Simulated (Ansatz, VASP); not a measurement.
LiF in VASP and in Ansatz

File INCAR:

```
SYSTEM = LiF
PREC = Accurate
ENCUT = 520
EDIFF = 1E-6
ISMEAR = 0
SIGMA = 0.02
LREAL = .FALSE.
LASPH = .TRUE.
NELM = 60
ALGO = Normal
ISIF = 2
LWAVE = .FALSE.
LCHARG = .FALSE.
NBANDS = 12
```

File KPOINTS:

```
Automatic mesh
0
G
  10 10 10
  0 0 0
```

Contents of POSCAR:

```
LiF
1.0
    0.0000000000      2.0338410148      2.0338410148
    2.0338410148      0.0000000000      2.0338410148
    2.0338410148      2.0338410148      0.0000000000
Li F
1 1
Direct
    0.5000000000      0.5000000000      0.5000000000
    0.0000000000      0.0000000000      0.0000000000
```

Input for Ansatz:

```yaml
crystal:
  lattice:
    - [0.0, 2.0338410148, 2.0338410148]
    - [2.0338410148, 0.0, 2.0338410148]
    - [2.0338410148, 2.0338410148, 0.0]
  atoms:
    - { symbol: Li, position: [0.5, 0.5, 0.5] }
    - { symbol: F, position: [0.0, 0.0, 0.0] }
basis:
  ecutwfc: 420
kpoints:
  mp_grid: { grid: [10, 10, 10] }
  band_path:
    path:
      - [[0.0, 0.0, 0.0], [0.5, 0.0, 0.5], [0.625, 0.25, 0.625]]
      - [[0.375, 0.375, 0.75], [0.0, 0.0, 0.0], [0.5, 0.5, 0.5], [0.5, 0.25, 0.75], [0.5, 0.0, 0.5]]
    npoints: 14
hamiltonian:
  xc: lda
scf:
  occupations: { method: gaussian, width: 0.02 }
  n_extra_bands: 6
output:
  forces: true
  stress: true
  eigenvalues: true
  populations: true
  dos: { projected: true, de: 0.02, nscf_kmesh: { grid: [15, 15, 15] } }
  bader: true
```

Alike in both runs: task single point; functional LDA; k mesh 10 × 10 × 10; occupations gaussian, width 0.02 eV; no spin polarisation.

```csv
,VASP,Ansatz
version,VASP 6.6.1,Ansatz 0.2.0
potentials or method,"VASP PAW LDA potentials, release 64 (Li_sv, F), cutoff 520 eV","scalar-relativistic, plane waves, PAW"
valence electrons in the cell,10,10
```

```tsv
	VASP	Ansatz	Ansatz less VASP
gap on the k mesh at the Fermi level (eV)	8.57	8.58	+0.010
least direct gap on the mesh (eV)	8.57	8.58	+0.010
```

LDA's correlation is that of Perdew and Zunger in VASP and of Perdew and Wang (1992) in Ansatz.

Noted on VASP's run: the cutoff is short for stress, so the pressure is rough.
